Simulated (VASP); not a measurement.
Crystal: Ba3Os.

```xyz
4
Lattice="5.1337 0.0000 0.0000 0.0000 5.1337 0.0000 0.0000 0.0000 5.1337" Properties=species:S:1:pos:R:3 pbc="T T T"
Ba    0.0000    2.5669    2.5669
Ba    2.5669    0.0000    2.5669
Ba    2.5669    2.5669    0.0000
Os    0.0000    0.0000    0.0000
```

* Program: VASP 6.6.1
* Task: relaxation of cell and atoms
* Functional: PBE
* Potentials or basis: VASP PAW PBE potentials, release 64 (Ba_sv, Os)
* Cutoff: 600 eV
* k mesh: 10 × 10 × 10
* Occupations: gaussian, width 0.1 eV
* Spin: no spin polarisation

At the start: pressure 1.1 GPa; volume 33.82 Å³/atom.

**Question.** How do energy, volume and symmetry change on relaxing?

**Answer.** Over 3 steps the energy falls by 4.4 meV/atom and the volume is 35.21 Å³/atom (+4.1 %); space group Pm-3m (No. 221, to 0.1 Å) before and after.

Step by step:
| step | energy change (eV) | largest force (eV/Å) | pressure (GPa) | volume (Å³) |
| --- | --- | --- | --- | --- |
| 1 | 0.0000 | 0.0000 | 1.07 | 135.30 |
| 2 | -0.0171 | 0.0000 | 0.19 | 139.77 |
| 3 | -0.0178 | 0.0000 | 0.00 | 140.85 |

Final structure:
```xyz
4
Lattice="5.2030 0.0000 0.0000 0.0000 5.2030 0.0000 0.0000 0.0000 5.2030" Properties=species:S:1:pos:R:3 pbc="T T T"
Ba    0.0000    2.6015    2.6015
Ba    2.6015    0.0000    2.6015
Ba    2.6015    2.6015    0.0000
Os    0.0000    0.0000    0.0000
```
